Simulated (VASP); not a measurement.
A run of VASP 6.6.1:

File INCAR:

```
SYSTEM = MgO
  ALGO = Normal
  EDIFF = 1E-6
  ENCUT = 520
  GGA = PS
  ISIF = 2
  ISMEAR = -1
  LASPH = .TRUE.
  LCHARG = .TRUE.
  LELF = .TRUE.
  LREAL = .FALSE.
  LVHAR = .TRUE.
  LWAVE = .FALSE.
  NBANDS = 11
  NELM = 60
  PREC = Accurate
  SIGMA = 0.05
```

The input KPOINTS:

```
k-points
0
G
  11 11 11
  0 0 0
```

File POSCAR:

```
MgO
1.0
    0.0000000000      2.1245966808      2.1245966808
    2.1245966808      0.0000000000      2.1245966808
    2.1245966808      2.1245966808      0.0000000000
Mg O
1 1
Direct
    0.0000000000      0.0000000000      0.0000000000
    0.5000000000      0.5000000000      0.5000000000
```

Potentials or basis: VASP PAW PBE potentials, release 64 (Mg, O).

Command:

```console
$ cat potpaw_PBE.64/Mg/POTCAR potpaw_PBE.64/O/POTCAR > POTCAR
$ mpirun -np 1 vasp_std > vasp.out
```

Hardware: 1 thread of Intel Xeon 8259CL (shared host).

**Question.** How long does it take, and how much memory?

**Answer.** Run time: 18 s on 1 thread of Intel Xeon 8259CL, with other jobs on the host, peak memory 0.15 GiB. Counts: scf iterations 12, k points 56.
